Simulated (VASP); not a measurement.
The system is Ti4Pt3.

```xyz
7
Lattice="4.9773 0.0000 0.0000 0.0000 4.9773 0.0000 0.0000 0.0000 4.9773" Properties=species:S:1:pos:R:3 pbc="T T T"
Ti    2.4887    0.0000    0.0000
Ti    0.0000    2.4887    0.0000
Ti    0.0000    0.0000    2.4887
Ti    0.0000    0.0000    0.0000
Pt    0.0000    2.4887    2.4887
Pt    2.4887    0.0000    2.4887
Pt    2.4887    2.4887    0.0000
```

The cell was generated, and may not be a known phase.

| Quantity | Value |
| --- | --- |
| Program | VASP 6.6.1 |
| Task | relaxation of cell and atoms |
| Functional | PBE |
| Potentials or basis | VASP PAW PBE potentials, release 64 (Ti_sv, Pt) |
| Cutoff | 600 eV |
| k mesh | 4 × 4 × 4 |
| Occupations | gaussian, width 0.1 eV |
| Spin | no spin polarisation |

At the start: pressure 11.8 GPa; volume 17.62 Å³/atom.

Question: Where does the relaxation end?

Answer: Over 3 steps the energy falls by 56.9 meV/atom and the volume is 19.32 Å³/atom (+9.7 %); space group Pm-3m (No. 221, to 0.1 Å) before and after.

Step by step:
| step | energy change (eV) | largest force (eV/Å) | pressure (GPa) | volume (Å³) |
| --- | --- | --- | --- | --- |
| 1 | 0.0000 | 0.0000 | 11.78 | 123.31 |
| 2 | -0.0567 | 0.0000 | -7.88 | 147.90 |
| 3 | -0.3986 | 0.0000 | -0.13 | 135.24 |

Final structure:
```yaml
crystal:
  lattice:
    - [5.13292, 0.00000, 0.00000]
    - [0.00000, 5.13292, 0.00000]
    - [0.00000, 0.00000, 5.13292]
  atoms:
    - { symbol: Ti, position: [0.50000, 0.00000, 0.00000] }
    - { symbol: Ti, position: [0.00000, 0.50000, 0.00000] }
    - { symbol: Ti, position: [0.00000, 0.00000, 0.50000] }
    - { symbol: Ti, position: [0.00000, 0.00000, 0.00000] }
    - { symbol: Pt, position: [0.00000, 0.50000, 0.50000] }
    - { symbol: Pt, position: [0.50000, 0.00000, 0.50000] }
    - { symbol: Pt, position: [0.50000, 0.50000, 0.00000] }
```
